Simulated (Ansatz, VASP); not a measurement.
**TePb: VASP beside Ansatz**

```
Te Pb
1.0
     3.06699    0.00000    0.00000
     0.00000    3.06699    0.00000
     0.00000    0.00000    3.06699
Te Pb
1 1
Cartesian
  1.5335 1.5335 1.5335
  0.0000 0.0000 0.0000
```

Change from the starting cell: volume scaled by 0.45, PAW files.

Alike in both runs: task single point; functional PBEsol; k mesh 9 × 9 × 9; occupations fermi-dirac, width 0.05 eV; no spin polarisation.

|  | VASP | Ansatz |
| --- | --- | --- |
| version | VASP 6.6.1 | Ansatz 0.2.0 |
| potentials or method | VASP PAW PBE potentials, release 64 (Te, Pb_d) | PAW with Ansatz's default frozen-core files, scalar-relativistic |
| plane-wave cutoff (eV) | 500 | 420 |
| valence electrons in the cell | 20 | 30 |

|  | VASP | Ansatz | Ansatz less VASP |
| --- | --- | --- | --- |
| pressure (GPa) | 196.2 | 195.1 | -1.08 |

VASP's potentials were made for PBE, not for PBEsol. Both programs put the cell under a high pressure, so it lies far from rest at this level. The functional is the same, so the differences come from potentials, cutoffs and numerics. VASP's potentials hold 20 valence electrons a cell and Ansatz's 30, so a difference there can come from the potentials and not from the codes.

Spin-orbit coupling is off throughout. Noted on VASP's run: the cell as given lies far from equilibrium.
